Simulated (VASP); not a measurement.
# Pt4Pb3 in VASP: notebook

The runs below take Pt4Pb3 through single point, with PBE.

Program: VASP 6.6.1. These are calculated values, not measurements. Logs are shortened: lines on timing, memory, paths and dates and some standing lists are left out, and cuts for length are marked.

**1. The cell of the first run**

The cell holds a disordered packing, 14 atoms: a = 6.251 Å, b = 7.434 Å, c = 5.506 Å, α = 82.66°, β = 93.01°, γ = 83.82°.

**2. Single point, PBE**

File INCAR:

```
SYSTEM = Pt4Pb3
ALGO = Normal ; EDIFF = 1E-6
ENCUT = 520 ; GGA = PE
ISIF = 2 ; ISMEAR = -1
LASPH = .True. ; LCHARG = .False.
LREAL = .False. ; LWAVE = .False.
NBANDS = 95 ; NELM = 80
PREC = Accurate ; SIGMA = 0.05
```

File KPOINTS:

```
k-points
0
Gamma
  3 2 3
  0 0 0
```

File POSCAR:

```
Pt4Pb3
1.0
    6.2446500000      0.2805370000      0.0707040000
    0.4699530000      7.4168440000     -0.1924810000
   -0.3895210000      0.8701580000      5.4225060000
Pb Pt
6 8
Direct
    0.5887495220      0.1817595228      0.0809921296
    0.3150787489      0.3207996578      0.4075705054
    0.4418321860      0.8932585536      0.4648424542
    0.2662076027      0.0896052478      0.8067589718
    0.2467327462      0.4261602467      0.9153651021
    0.6502203524      0.4984390824      0.2513201227
    0.6289611359      0.5938031619      0.7326401775
    0.9439793616      0.9708935194      0.0396308347
    0.8851884883      0.2842585358      0.7795971089
    0.8633281868      0.7487578073      0.4059327727
    0.1370928934      0.7740427875      0.7450506304
    0.9387358715      0.2092088783      0.3484749216
    0.5781990209      0.8347886961      0.0179476020
    0.2324819568      0.6732176645      0.2279905647
```

Potentials or basis: VASP PAW PBE potentials, release 64 (Pb_d, Pt).

On the command line:

```console
> cat potpaw_PBE.64/Pb_d/POTCAR potpaw_PBE.64/Pt/POTCAR > POTCAR
> mpirun -np 1 vasp_std > vasp.out
```

OUTCAR:

```text
SYSTEM = Pt4Pb3
   EDIFF = 1E-6
   ENCUT = 520
   GGA = PE
   ISIF = 2
   ISMEAR = -1
   LASPH = .True.
   LREAL = .False.
   NELM = 80
   PREC = Accurate

 ion  position               nearest neighbor table
   1  0.589  0.182  0.081-  12 2.61   8 2.61  13 2.65   4 2.66   9 2.66   5 2.69   6 2.70   2 2.76
                             3 3.06   7 3.44  10 3.68   2 3.96
   2  0.315  0.321  0.408-  12 2.60   4 2.66  14 2.66   6 2.71   5 2.72   1 2.76   5 3.04   3 3.16
                             9 3.48   7 3.55   4 3.93   1 3.96
   3  0.442  0.893  0.465-  14 2.63   7 2.63  11 2.67  13 2.72   4 2.73  10 2.79   1 3.06  13 3.08
                             2 3.16   6 3.45  12 3.69   8 3.74   4 3.79
   4  0.266  0.090  0.807-   8 2.62  11 2.62   9 2.64   5 2.64   1 2.66   2 2.66  13 2.67   3 2.73
                            12 3.14  14 3.66   3 3.79   2 3.93
   5  0.247  0.426  0.915-   4 2.64  11 2.64  14 2.67   1 2.69   9 2.71   2 2.72   7 2.97   2 3.04
                             6 3.18  12 3.49
   6  0.650  0.498  0.251-  10 2.60  12 2.63  13 2.64   1 2.70   2 2.71  14 2.78   7 2.84   7 2.85
                             5 3.18   9 3.32   3 3.45   9 3.52
   7  0.629  0.594  0.733-  13 2.54  10 2.61   3 2.63   9 2.63   6 2.84   6 2.85   5 2.97  11 3.23
                             1 3.44   2 3.55
   8  0.944  0.971  0.040-  10 2.55   9 2.55  11 2.58  13 2.60  12 2.61   1 2.61   4 2.62  14 2.75
                             3 3.74
   9  0.885  0.284  0.780-  12 2.54   8 2.55   7 2.63   4 2.64   1 2.66   5 2.71  12 3.10   6 3.32
                             2 3.48   6 3.52
  10  0.863  0.749  0.406-  11 2.50   8 2.55  14 2.59   6 2.60   7 2.61  13 2.67   3 2.79  12 3.48
                             1 3.68
  11  0.137  0.774  0.745-  10 2.50   8 2.58   4 2.62   5 2.64   3 2.67  14 2.69  14 3.11  13 3.17
                             7 3.23
  12  0.939  0.209  0.348-   9 2.54   2 2.60   8 2.61   1 2.61   6 2.63   9 3.10   4 3.14  10 3.48
                             5 3.49   3 3.69
  13  0.578  0.835  0.018-   7 2.54   8 2.60   6 2.64   1 2.65   4 2.67  10 2.67   3 2.72  14 2.81
                             3 3.08  11 3.17
  14  0.232  0.673  0.228-  10 2.59   3 2.63   2 2.66   5 2.67  11 2.69   8 2.75   6 2.78  13 2.81
                            11 3.11   4 3.66

  LATTYP: Found a triclinic cell.
 ALAT       =     5.5056764230
 B/A-ratio  =     1.5518712642
 C/A-ratio  =     1.3502809682
 COS(alpha) =     0.0035463323
 COS(beta)  =     0.1277057131
 COS(gamma) =     0.6827523404

  Lattice vectors:

 A1 = (   0.3895210000,  -0.8701580000,  -5.4225060000)
 A2 = (   6.6341710000,  -0.5896210000,  -5.3518020000)
 A3 = (  -0.4699530000,  -7.4168440000,   0.1924810000)

Analysis of symmetry for initial positions (statically):
[... 151 lines left out ...]
   IALGO  =     38    algorithm
   IMIX   =      4    mixing-type and parameters
     AMIX     =   0.40;   BMIX     =  1.00
     AMIX_MAG =   1.60;   BMIX_MAG =  1.00
  volume/ion in A,a.u.               =      17.98       121.34
  Fermi-wavevector in a.u.,A,eV,Ry     =   1.419199  2.681898 27.403860  2.014127
  Thomas-Fermi vector in A             =   2.540245
   LORBIT       =      0    0 simple, 1 ext, 2 COOP (PROOUT), +10 PAW based schemes
   GGA     = PE    functional components
   LHFCALC =     F    Hartree Fock is set to
   AEXX    =    0.0000 exact exchange contribution
   IVDW    =     0    specifies the selected vdW correction
   LEPSILON=     F    determine dielectric tensor
   LRPA    =     F    only Hartree local field effects (RPA)
 non-spin polarized calculation
  energy-cutoff  :      520.00
  volume of cell :      251.73
 maximum number of plane-waves:      6801
 NGX is ok and might be reduce to    48
   NGX = 23   NGY = 27   NGZ = 21

 number of electron     164.0000001 magnetization

 Free energy of the ion-electron system (eV)
  ---------------------------------------------------
  ext. energy  EPLUGINS =         0.00000000
  ---------------------------------------------------
  free energy    TOTEN  =       -56.19642691 eV

  energy without entropy =      -56.13554304  energy(sigma->0) =      -56.16598498

 E-fermi :  11.2415     XC(G=0): -12.4715

 val. band max:       11.2337283408   @ k =   0.0000   0.5000   0.0000
 cond. band min:      11.2566732540   @ k =   0.3333   0.5000   0.0000
 fundamental gap:      0.0229449133
 Fermi energy:        11.2414682413

 k-point     1 :       0.0000    0.0000    0.0000
  band No.  band energies     occupation
      1      -7.7142      2.00000
      2      -7.5266      2.00000
      3      -7.3845      2.00000
      4      -7.3247      2.00000
      5      -7.2348      2.00000
      6      -7.1237      2.00000
[... 959 lines left out ...]
     93      15.5610      0.00000
     94      15.7087      0.00000
 [bands above 94 left out]

------------------------ aborting loop because EDIFF is reached ----------------------------------------

  FORCE on cell =-STRESS in cart. coord.  units (eV):
  Direction    XX          YY          ZZ          XY          YZ          ZX
  --------------------------------------------------------------------------------------
  -------------------------------------------------------------------------------------
  Total       67.1403296     87.6227088     72.2426424      0.8826369      4.2829868     -0.5778348
  in kB      427.3226835    557.6852438    459.7969655      5.6176483     27.2595836     -3.6776991
  external PRESSURE =     481.6016309 kB  Pullay stress =       0.0000000 kB

 VOLUME and BASIS-vectors are now :
 -----------------------------------------------------------------------------
  energy-cutoff  :      520.00
  volume of cell :      251.73
      direct lattice vectors                 reciprocal lattice vectors
     6.244650000  0.280537000  0.070704000     0.160430140 -0.009825328  0.013101045
     0.469953000  7.416844000 -0.192481000    -0.005798591  0.134624195 -0.022019891
    -0.389521000  0.870158000  5.422506000    -0.002297678  0.004906825  0.183464120

 POSITION                                       TOTAL-FORCE (eV/Angst)
 -----------------------------------------------------------------------------------
      3.73041      1.58372      0.44582         3.174837     -2.403789      0.116770
      1.95956      2.82236      2.17058        -1.515962      1.016764      2.356619
      2.99781      7.15360      2.37992         1.146835      0.102085     -0.950916
      1.39023      1.44128      4.37623        -2.372453     -3.553889      0.666591
      1.38448      4.02649      4.89899        -2.783841      5.101495     -3.200101
      4.19675      4.09794      1.31282         3.321018      2.563723      0.915855
      3.92132      5.21811      3.90292         0.099929     -2.144607      0.447987
      6.33566      7.50027      0.09476         1.300440     -1.545762      0.764514
      5.35761      3.03500      4.23524        -1.047015      1.712033     -0.706411
      5.58494      6.14884      2.11809         0.304294      0.503903      0.626797
      0.92965      6.42773      3.90075        -0.475944     -1.549956     -0.440095
      5.82466      2.11825      1.91571         0.251455     -0.709588      0.030002
      3.99597      6.36932     -0.02248        -0.573615     -0.180368     -0.780780
      1.67934      5.25676      1.12314        -0.829978      1.087955      0.153169
 -----------------------------------------------------------------------------------
    total drift:                                0.000477     -0.000332      0.000135

  FREE ENERGIE OF THE ION-ELECTRON SYSTEM (eV)
  ---------------------------------------------------
  free  energy   TOTEN  =       -56.1964269113 eV

  energy  without entropy=      -56.1355430395  energy(sigma->0) =      -56.16598498
```

stdout:

```text
POSCAR found type information on POSCAR PbPt
 POSCAR found :  2 types and      14 ions
 scaLAPACK will be used
 LDA part: xc-table for (Slater+PW92), standard interpolation
 POSCAR, INCAR and KPOINTS ok, starting setup
 FFT: planning ... GRIDC
 FFT: planning ... GRID_SOFT
 FFT: planning ... GRID
 WAVECAR not read
 entering main loop
```

Run time: 8.3 min. Hardware: 1 thread of Oxide Virtual Turin-like, shared host; peak memory 0.39 GiB.

Results:

* Free energy: -56.1964 eV
* Pressure: 48.2 GPa
* Largest force: 6.634 eV/Å
* Band gap on the k mesh: zero (bands 82 and 83 overlap by 0.13 eV)

Forces on the atoms (eV/Å):
```
Pb   3.175 -2.404  0.117
Pb  -1.516  1.017  2.357
Pb   1.147  0.102 -0.951
Pb  -2.372 -3.554  0.667
Pb  -2.784  5.101 -3.200
Pb   3.321  2.564  0.916
Pt   0.100 -2.145  0.448
Pt   1.300 -1.546  0.765
Pt  -1.047  1.712 -0.706
Pt   0.304  0.504  0.627
Pt  -0.476 -1.550 -0.440
Pt   0.251 -0.710  0.030
Pt  -0.574 -0.180 -0.781
Pt  -0.830  1.088  0.153
```

Stress tensor (GPa, compression positive):
```
42.73  0.56 -0.37
 0.56 55.77  2.73
-0.37  2.73 45.98
```

Caveat: the k points lie up to 0.43 Å⁻¹ apart; spin-orbit coupling is left out, which moves the levels of the heavy elements.

**3. Single point, PBE**

File INCAR:

```
SYSTEM = Pt4Pb3
ALGO = Normal ; EDIFF = 1E-7
ENCUT = 520 ; GGA = PE
ISIF = 2 ; ISMEAR = -1
LASPH = .True. ; LCHARG = .False.
LREAL = .False. ; LWAVE = .False.
NBANDS = 95 ; NELM = 100
PREC = Accurate ; SIGMA = 0.05
```

KPOINTS is that of step 2.

File POSCAR:

```
Pt4Pb3
1.0
    6.2446500000      0.2805370000      0.0707040000
    0.4699530000      7.4168440000     -0.1924810000
   -0.3895210000      0.8701580000      5.4225060000
Pb Pt
6 8
Direct
    0.5938429036      0.1783384011      0.0818460478
    0.3081350663      0.3217768765      0.4119640537
    0.4411495071      0.8920364469      0.4652983386
    0.2661629606      0.0916172852      0.8114231318
    0.2458080329      0.4284849269      0.9177320590
    0.6552586083      0.4994192185      0.2578891210
    0.6230579798      0.5925927654      0.7283195550
    0.9461091998      0.9705432753      0.0393368740
    0.8831996919      0.2790862990      0.7733380210
    0.8677747297      0.7496606492      0.4074972507
    0.1367881581      0.7770156148      0.7383914877
    0.9380320845      0.2112666923      0.3477462641
    0.5815056113      0.8312101123      0.0090436748
    0.2298682814      0.6758422094      0.2330889403
```

Potentials or basis: VASP PAW PBE potentials, release 64 (Pb_d, Pt).

On the command line:

```console
> cat potpaw_PBE.64/Pb_d/POTCAR potpaw_PBE.64/Pt/POTCAR > POTCAR
> mpirun -np 1 vasp_std > vasp.out
```

It took 10 min on 1 thread of Oxide Virtual Turin-like, shared host; peak memory 0.39 GiB.

Results (log left out):

* Free energy: -56.5479 eV
* Pressure: 48.2 GPa
* Largest force: 6.238 eV/Å
* Band gap on the k mesh: zero (bands 82 and 83 overlap by 0.11 eV)

Forces on the atoms (eV/Å):
```
Pb   2.159 -1.590  0.392
Pb  -0.433  1.235  1.521
Pb   1.522  0.645 -1.270
Pb  -1.940 -3.785  0.809
Pb  -2.530  4.981 -2.774
Pb   2.376  1.985  0.548
Pt   0.342 -2.690  0.485
Pt   1.265 -1.722  0.855
Pt  -1.205  2.314 -0.353
Pt  -0.762  0.560  0.367
Pt  -0.243 -1.509  0.463
Pt   0.278 -1.202 -0.418
Pt  -0.648  0.208 -0.133
Pt  -0.180  0.570 -0.494
```

Stress tensor (GPa, compression positive):
```
43.41  0.73  0.12
 0.73 54.91  3.12
 0.12  3.12 46.25
```

Levels at points of the mesh, in eV from the Fermi level:
```csv
k point,band 80,band 81,band 82,band 83,band 84,band 85
"(0.00, 0.00, 0.00)",-0.44,-0.30,-0.09,0.03,0.51,0.76
"(0.00, 0.50, 0.00)",-0.56,-0.26,-0.08,0.00,0.35,0.85
```

Caveat: the k points lie up to 0.43 Å⁻¹ apart; spin-orbit coupling is left out, which moves the levels of the heavy elements.
